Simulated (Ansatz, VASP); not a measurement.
## IrS in VASP and in Ansatz

Contents of POSCAR:

```
IrS
1.0
    0.0000000000      2.4272638936      2.4272638936
    2.4272638936      0.0000000000      2.4272638936
    2.4272638936      2.4272638936      0.0000000000
Ir S
1 1
Direct
    0.5000000000      0.5000000000      0.5000000000
    0.0000000000      0.0000000000      0.0000000000
```

File INCAR.step1:

```
ALGO     = Normal         # electronic algorithm
EDIFF    = 1E-4           # SCF threshold, eV
ENCUT    = 520            # plane-wave cutoff, eV
GGA      = PE             # functional
ISMEAR   = 0              # smearing method
LASPH    = True           # aspherical terms in the spheres
LCHARG   = False          # write CHGCAR
LREAL    = False          # projectors in reciprocal space
LWAVE    = True           # write WAVECAR
NBANDS   = 14             # bands
NELM     = 60             # most SCF steps
PREC     = Accurate       # precision mode
SIGMA    = 0.05           # smearing width, eV
```

File INCAR.step2:

```
ALGO     = Normal         # electronic algorithm
EDIFF    = 1E-7           # SCF threshold, eV
ENCUT    = 520            # plane-wave cutoff, eV
ISIF     = 2              # what is computed and relaxed
ISMEAR   = 0              # smearing method
ISTART   = 1            
LASPH    = True           # aspherical terms in the spheres
LCHARG   = False          # write CHGCAR
LMIXTAU  = True         
LREAL    = False          # projectors in reciprocal space
LWAVE    = False          # write WAVECAR
METAGGA  = R2SCAN         # meta-GGA
NBANDS   = 14             # bands
NELM     = 60             # most SCF steps
PREC     = Accurate       # precision mode
SIGMA    = 0.05           # smearing width, eV
```

Contents of KPOINTS:

```
k-points
0
Gamma
  12 12 12
```

Input for Ansatz:

```yaml
crystal:
  lattice:
    - [0.0, 2.4272638936, 2.4272638936]
    - [2.4272638936, 0.0, 2.4272638936]
    - [2.4272638936, 2.4272638936, 0.0]
  atoms:
    - { symbol: Ir, position: [0.5, 0.5, 0.5] }
    - { symbol: S, position: [0.0, 0.0, 0.0] }
basis:
  ecutwfc: 500
  ecutrho_ratio: 4
kpoints:
  mp_grid: { grid: [12, 12, 12] }
hamiltonian:
  xc: r2scan
scf:
  occupations: { method: gaussian, width: 0.05 }
output:
  forces: true
  stress: true
  eigenvalues: true
```

Alike in both runs: task single point; functional r2SCAN; k mesh 12 × 12 × 12; occupations gaussian, width 0.05 eV; no spin polarisation.

|  | VASP | Ansatz |
| --- | --- | --- |
| version | VASP 6.6.1 | Ansatz 0.2.0 |
| potentials or method | VASP PAW PBE potentials, release 64 (Ir, S), cutoff 520 eV | scalar-relativistic, plane waves, PAW |
| valence electrons in the cell | 15 | 23 |

|  | VASP | Ansatz | Ansatz less VASP |
| --- | --- | --- | --- |
| gap on the k mesh at the Fermi level (eV) | none | none | - |
| pressure (GPa) | 10.5 | 9.0 | -1.50 |

VASP's potentials were made for PBE, not for r2SCAN. A gap of «none» marks a metal or a gap that the smearing closes. VASP's potentials hold 15 valence electrons a cell and Ansatz's 23, so a difference there can come from the potentials and not from the codes.

Neither program's run includes spin-orbit coupling.
